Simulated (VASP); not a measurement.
# AlNi (Pm-3m) in VASP: density of states with PBE

Aim: the density of states of AlNi with PBE.

All numbers are computed with VASP 6.6.1; they aren't measurements. Logs are shortened: lines on timing, memory, paths and dates and some standing lists are left out, and cuts for length are marked.

### 1 The cell of the first run

Symmetry: Pm-3m, No. 221, cubic system. Conventional cell: a = 2.893 Å, b = 2.893 Å, c = 2.893 Å, α = 90.00°, β = 90.00°, γ = 90.00°. Al (site symmetry m-3m) has 8 Ni at 2.51 Å and 6 Al at 2.89 Å within 3.3 Å. Within 3.3 Å of Ni (site symmetry m-3m) lie 8 Al at 2.51 Å and 6 Ni at 2.89 Å.

### 2 Density of states, PBE

Input file POSCAR:

```
AlNi
1.0
    2.8930835185      0.0000000000      0.0000000000
    0.0000000000      2.8930835185      0.0000000000
    0.0000000000      0.0000000000      2.8930835185
Al Ni
1 1
Direct
    0.0000000000      0.0000000000      0.0000000000
    0.5000000000      0.5000000000      0.5000000000
```

Input file INCAR.step1:

```
SYSTEM = AlNi
ALGO = Fast
EDIFF = 1E-6
ENCUT = 520
GGA = PE
ISIF = 2
ISMEAR = 0
LASPH = .TRUE.
LCHARG = .TRUE.
LMAXMIX = 4
LREAL = .FALSE.
LWAVE = .FALSE.
NBANDS = 14
NELM = 80
PREC = Accurate
SIGMA = 0.1
```

Input file KPOINTS.step1:

```
k-points
0
G
  14 14 14
  0 0 0
```

Input file INCAR.step2:

```
SYSTEM = AlNi
ALGO = Fast
EDIFF = 1E-6
ENCUT = 520
GGA = PE
ICHARG = 11
ISIF = 2
ISMEAR = -5
LASPH = .TRUE.
LCHARG = .FALSE.
LMAXMIX = 4
LORBIT = 11
LREAL = .FALSE.
LWAVE = .FALSE.
NBANDS = 14
NEDOS = 2001
NELM = 80
PREC = Accurate
SIGMA = 0.1
```

Input file KPOINTS.step2:

```
k-points
0
G
  21 21 21
  0 0 0
```

Potentials or basis: VASP PAW PBE potentials, release 64 (Al, Ni).

The run is started by

```bash
$ cat potpaw_PBE.64/Al/POTCAR potpaw_PBE.64/Ni/POTCAR > POTCAR
$ cp INCAR.step1 INCAR
$ cp KPOINTS.step1 KPOINTS
$ mpirun -np 1 vasp_std > vasp.out
$ cp INCAR.step2 INCAR
$ cp KPOINTS.step2 KPOINTS
$ mpirun -np 1 vasp_std > vasp.out
```

OUTCAR:

```text
SYSTEM = AlNi
   EDIFF = 1E-6
   ENCUT = 520
   GGA = PE
   ICHARG = 11
   ISIF = 2
   ISMEAR = -5
   LASPH = .TRUE.
   LORBIT = 11
   LREAL = .FALSE.
   NELM = 80
   PREC = Accurate

 ion  position               nearest neighbor table
   1  0.000  0.000  0.000-   2 2.51   2 2.51   2 2.51   2 2.51   2 2.51   2 2.51   2 2.51   2 2.51

   2  0.500  0.500  0.500-   1 2.51   1 2.51   1 2.51   1 2.51   1 2.51   1 2.51   1 2.51   1 2.51

  LATTYP: Found a simple cubic cell.
 ALAT       =     2.8930835185

  Lattice vectors:

 A1 = (   2.8930835185,   0.0000000000,   0.0000000000)
 A2 = (   0.0000000000,   2.8930835185,   0.0000000000)
 A3 = (   0.0000000000,   0.0000000000,   2.8930835185)

Analysis of symmetry for initial positions (statically):
=====================================================================
 Subroutine PRICEL returns:
 Original cell was already a primitive cell.

 Routine SETGRP: Setting up the symmetry group for a
 simple cubic supercell.

 Subroutine GETGRP returns: Found 48 space group operations
 (whereof 48 operations were pure point group operations)
 out of a pool of 48 trial point group operations.

The static configuration has the point symmetry O_h .

Analysis of symmetry for dynamics (positions and initial velocities):
=====================================================================
 Subroutine PRICEL returns:
 Original cell was already a primitive cell.

 Routine SETGRP: Setting up the symmetry group for a
 simple cubic supercell.

 Subroutine GETGRP returns: Found 48 space group operations
 (whereof 48 operations were pure point group operations)
 out of a pool of 48 trial point group operations.

The dynamic configuration has the point symmetry O_h .

 Subroutine INISYM returns: Found 48 space group operations
 (whereof 48 operations are pure point group operations),
 and found     1 'primitive' translations

----------------------------------------------------------------------------------------

                                     Primitive cell

  volume of cell :      24.2149

  direct lattice vectors                    reciprocal lattice vectors
     2.893083519  0.000000000  0.000000000     0.345651964  0.000000000  0.000000000
     0.000000000  2.893083519  0.000000000     0.000000000  0.345651964  0.000000000
     0.000000000  0.000000000  2.893083519     0.000000000  0.000000000  0.345651964

  length of vectors
     2.893083519  2.893083519  2.893083519     0.345651964  0.345651964  0.345651964

  position of ions in fractional coordinates (direct lattice)
     0.000000000  0.000000000  0.000000000
     0.500000000  0.500000000  0.500000000

  ion indices of the primitive-cell ions
   primitive index   ion index
                 1           1
                 2           2

----------------------------------------------------------------------------------------

 KPOINTS: k-points

Automatic generation of k-mesh.
 Grid dimensions read from file:
 generate k-points for:   21   21   21

 Generating k-lattice:

  Cartesian coordinates                     Fractional coordinates (reciprocal lattice)
     0.016459617  0.000000000  0.000000000     0.047619048  0.000000000  0.000000000
     0.000000000  0.016459617  0.000000000     0.000000000  0.047619048  0.000000000
     0.000000000  0.000000000  0.016459617     0.000000000  0.000000000  0.047619048

  Length of vectors
     0.016459617  0.016459617  0.016459617

  Shift w.r.t. Gamma in fractional coordinates (k-lattice)
     0.000000000  0.000000000  0.000000000

 TETIRR: Found   4601 inequivalent tetrahedra from    55566

 Subroutine IBZKPT returns following result:
 ===========================================

 Found    286 irreducible k-points:

 Following reciprocal coordinates:
            Coordinates               Weight
  0.000000  0.000000  0.000000      1.000000
  0.047619  0.000000  0.000000      6.000000
  0.095238  0.000000  0.000000      6.000000
  0.142857  0.000000  0.000000      6.000000
  0.190476  0.000000  0.000000      6.000000
  0.238095  0.000000  0.000000      6.000000
[... 16 lines left out ...]
  0.142857  0.095238  0.000000     24.000000
  0.190476  0.095238  0.000000     24.000000
 [... further k-points ...]
   k-points           NKPTS =    286   k-points in BZ     NKDIM =    286   number of bands    NBANDS=     14
   number of dos      NEDOS =   2001   number of ions     NIONS =      2
   total plane-waves  NPLWV =  13824
   dimension x,y,z NGX =    24 NGY =   24 NGZ =   24
   dimension x,y,z NGXF=    48 NGYF=   48 NGZF=   48
   ions per type =               1   1
   NGX,Y,Z   is equivalent  to a cutoff of  13.79, 13.79, 13.79 a.u.
   NGXF,Y,Z  is equivalent  to a cutoff of  27.58, 27.58, 27.58 a.u.
 SYSTEM =  AlNi
   PREC   = accura    normal or accurate (medium, high low for compatibility)
   ISTART =      0    job   : 0-new  1-cont  2-samecut
   ICHARG =     11    charge: 1-file 2-atom 10-const
   ISPIN  =      1    spin polarized calculation?
   LNONCOLLINEAR =      F non collinear calculations
   LSORBIT =      F    spin-orbit coupling
   LASPH  =      T    aspherical Exc in radial PAW
   ENCUT  =  520.0 eV  38.22 Ry    6.18 a.u.   5.38  5.38  5.38*2*pi/ulx,y,z
   NELM   =     80;   NELMIN=  2; NELMDL=  0     # of ELM steps
   EDIFF  = 0.1E-05   stopping-criterion for ELM
   LREAL  =      F    real-space projection
   EDIFFG = 0.1E-04   stopping-criterion for IOM
   NSW    =      0    number of steps for IOM
   IBRION =     -1    ionic relax: 0-MD 1-quasi-New 2-CG
   NFREE  =      0    steps in history (QN), initial steepest desc. (CG)
   ISIF   =      2    stress and relaxation
   ISYM   =      2    0-nonsym 1-usesym 2-fastsym
   POTIM  = 0.5000    time-step for ionic-motion
   TEBEG  =    0.0;   TEEND  =   0.0 temperature during run
   PSTRESS=    0.0 pullay stress
   NELECT =      13.0000    total number of electrons
   NUPDOWN=      -1.0000    fix difference up-down
   EMIN   =  10.00;   EMAX   =-10.00  energy-range for DOS
   EFERMI =   0.00;   METHOD = LEGACY
   ISMEAR =    -5;   SIGMA  =   0.10  broadening in eV -4-tet -1-fermi 0-gaus
   EFERMI_NEDOS =   21; number of points for ismear=-14 and -15
   IALGO  =     68    algorithm
   IMIX   =      4    mixing-type and parameters
     AMIX     =   0.40;   BMIX     =  1.00
     AMIX_MAG =   1.60;   BMIX_MAG =  1.00
  volume/ion in A,a.u.               =      12.11        81.71
  Fermi-wavevector in a.u.,A,eV,Ry     =   1.330541  2.514358 24.086935  1.770340
  Thomas-Fermi vector in A             =   2.459620
   LORBIT       =     11    0 simple, 1 ext, 2 COOP (PROOUT), +10 PAW based schemes
   GGA     = PE    functional components
   LHFCALC =     F    Hartree Fock is set to
   AEXX    =    0.0000 exact exchange contribution
   IVDW    =     0    specifies the selected vdW correction
   LEPSILON=     F    determine dielectric tensor
   LRPA    =     F    only Hartree local field effects (RPA)
 non-spin polarized calculation
 RMM-DIIS sequential band-by-band and
 Fermi weights with tetrahedron method with Bloechl corrections
  energy-cutoff  :      520.00
  volume of cell :       24.21
 maximum number of plane-waves:       669
 NGX is ok and might be reduce to    24

 number of electron      13.0000013 magnetization

 Free energy of the ion-electron system (eV)
  ---------------------------------------------------
  ext. energy  EPLUGINS =         0.00000000
  ---------------------------------------------------
  free energy    TOTEN  =       -10.53866354 eV

  energy without entropy =      -10.53866354  energy(sigma->0) =      -10.53866354

 E-fermi :   9.8640     XC(G=0): -11.9880

 val. band max:        9.8668509386   @ k =   0.3810   0.3333   0.1429
 cond. band min:       9.8452591267   @ k =   0.4762   0.3333   0.3333
 fundamental gap:     -0.0215918119
 Fermi energy:         9.8639890370

 k-point     1 :       0.0000    0.0000    0.0000
  band No.  band energies     occupation
      1      -1.1854      2.00000
      2       6.6959      2.00000
      3       6.6959      2.00000
      4       8.3468      2.00000
      5       8.3468      2.00000
      6       8.3468      2.00000
      7      15.3076      0.00000
      8      15.3076      0.00000
      9      15.3076      0.00000
     10      17.9455      0.00000
     11      17.9455      0.00000
     12      23.3791      0.00000
     13      30.6421      0.00000
     14      30.6422      0.00000

 k-point     2 :       0.0476    0.0000    0.0000
  band No.  band energies     occupation
      1      -1.1440      2.00000
      2       6.6931      2.00000
      3       6.7056      2.00000
      4       8.3287      2.00000
      5       8.3287      2.00000
      6       8.3487      2.00000
      7      14.8092      0.00000
      8      15.3626      0.00000
      9      15.3626      0.00000
     10      17.9484      0.00000
     11      18.4020      0.00000
     12      23.5245      0.00000
     13      30.0879      0.00000
     14      30.2105      0.00000
[... 343 lines left out ...]
      1      -0.6505      2.00000
      2       6.6816      2.00000
      3       6.7778      2.00000
      4       8.1129      2.00000
      5       8.2023      2.00000
      6       8.3009      2.00000
      7      12.8725      0.00000
      8      14.3193      0.00000
      9      16.0007      0.00000
     10      18.7725      0.00000
     11      20.8400      0.00000
     12      25.1540      0.00000
     13      26.1665      0.00000
     14      27.9354      0.00000

 k-point    24 :       0.1905    0.0952    0.0000
  band No.  band energies     occupation
      1      -0.3657      2.00000
      2       6.6025      2.00000
      3       6.8356      2.00000
      4       8.0114      2.00000
      5       8.1096      2.00000
      6       8.3115      2.00000
      7      11.8750      0.00000
      8      14.5970      0.00000
      9      16.3529      0.00000
     10      18.8617      0.00000
     11      21.5797      0.00000
     12      25.0357      0.00000
     13      26.1599      0.00000
     14      26.7807      0.00000

 [... further k-points ...]

------------------------ aborting loop because EDIFF is reached ----------------------------------------

  FORCE on cell =-STRESS in cart. coord.  units (eV):
  Direction    XX          YY          ZZ          XY          YZ          ZX
  --------------------------------------------------------------------------------------
  -------------------------------------------------------------------------------------
  Total        0.0273535      0.0273535      0.0273535     -0.0000000      0.0000000     -0.0000000
  in kB        1.8098429      1.8098429      1.8098429     -0.0000000      0.0000000     -0.0000000
  external PRESSURE =       1.8098429 kB  Pullay stress =       0.0000000 kB

 VOLUME and BASIS-vectors are now :
 -----------------------------------------------------------------------------
  energy-cutoff  :      520.00
  volume of cell :       24.21
      direct lattice vectors                 reciprocal lattice vectors
     2.893083519  0.000000000  0.000000000     0.345651964  0.000000000  0.000000000
     0.000000000  2.893083519  0.000000000     0.000000000  0.345651964  0.000000000
     0.000000000  0.000000000  2.893083519     0.000000000  0.000000000  0.345651964

 POSITION                                       TOTAL-FORCE (eV/Angst)
 -----------------------------------------------------------------------------------
      0.00000      0.00000      0.00000         0.000000      0.000000      0.000000
      1.44654      1.44654      1.44654         0.000000      0.000000      0.000000
 -----------------------------------------------------------------------------------
    total drift:                                0.000000      0.000000     -0.000000

  FREE ENERGIE OF THE ION-ELECTRON SYSTEM (eV)
  ---------------------------------------------------
  free  energy   TOTEN  =       -10.5386635395 eV

  energy  without entropy=      -10.5386635395  energy(sigma->0) =      -10.53866354

 total charge

# of ion       s       p       d       tot
------------------------------------------
    1        0.383   0.408   0.000   0.791
    2        0.470   0.505   8.470   9.444
--------------------------------------------------
tot          0.853   0.913   8.470  10.235
```

It took 59 s on 1 thread of Intel Xeon 6975P-C, shared host; peak memory 0.22 GiB.

What came out:

```
Valence electrons inside the program's atomic spheres : Al 0.79; Ni 9.44
```

Levels at points of the mesh, in eV from the Fermi level:
```csv
k point,band 4,band 5,band 6,band 7,band 8,band 9
"(0.00, 0.00, 0.00)",-1.52,-1.52,-1.52,5.44,5.44,5.44
```

Caveat: tetrahedron occupations give inexact forces and stress in metals. Spin polarisation is off, so any magnetic state and its effect on volume and gap are missing.
